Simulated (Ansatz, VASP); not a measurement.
Two plane-wave programs on Fe

INCAR

```
SYSTEM = Fe
PREC = Accurate
ENCUT = 520
EDIFF = 1E-6
ISMEAR = -1
SIGMA = 0.1
LREAL = .False.
LASPH = .True.
NELM = 80
ALGO = Normal
ISIF = 2
LWAVE = .False.
LCHARG = .False.
NBANDS = 10
```

Contents of KPOINTS:

```
Automatic mesh
0
Gamma
  18 18 18
  0 0 0
```

The input POSCAR:

```
Fe
1.0
    0.0000000000      1.6646835288      1.6646835288
    1.6646835288      0.0000000000      1.6646835288
    1.6646835288      1.6646835288      0.0000000000
Fe
1
Direct
    0.0000000000      0.0000000000      0.0000000000
```

Input for Ansatz:

```yaml
crystal:
  lattice:
    - [0.0, 1.6646835288, 1.6646835288]
    - [1.6646835288, 0.0, 1.6646835288]
    - [1.6646835288, 1.6646835288, 0.0]
  atoms:
    - { symbol: Fe, position: [0.0, 0.0, 0.0] }
hamiltonian:
  xc: lda
  pseudopotentials:
    kind: paw
    azcp:
      Fe: "pseudopotentials/Fe.paw.azcp"
basis:
  ecutwfc: 420
  fft_grid_basis: typed
kpoints:
  mp_grid: { grid: [18, 18, 18], shift: [0, 0, 0] }
magnetization:
  spin_polarized: false
scf:
  occupations: { method: fermi_dirac, width: 0.1 }
  lower_state_search: "off"
output:
  stress: true
```

Alike in both runs: task single point; functional LDA; k mesh 18 × 18 × 18; occupations fermi-dirac, width 0.1 eV; no spin polarisation.

|  | VASP | Ansatz |
| --- | --- | --- |
| version | VASP 6.6.1 | Ansatz 0.2.0 |
| potentials or method | VASP PAW LDA potentials, release 64 (Fe), cutoff 520 eV | plane waves (420 eV) with PAW, scalar-relativistic |
| valence electrons in the cell | 8 | 16 |

|  | VASP | Ansatz | Ansatz less VASP |
| --- | --- | --- | --- |
| pressure (GPa) | 15.1 | 15.4 | +0.33 |

Ansatz warns that its potentials were made for another functional, while VASP's fit it. LDA's correlation is that of Perdew and Zunger in VASP and of Perdew and Wang (1992) in Ansatz. VASP's potentials hold 8 valence electrons a cell and Ansatz's 16, so a difference there can come from the potentials and not from the codes.
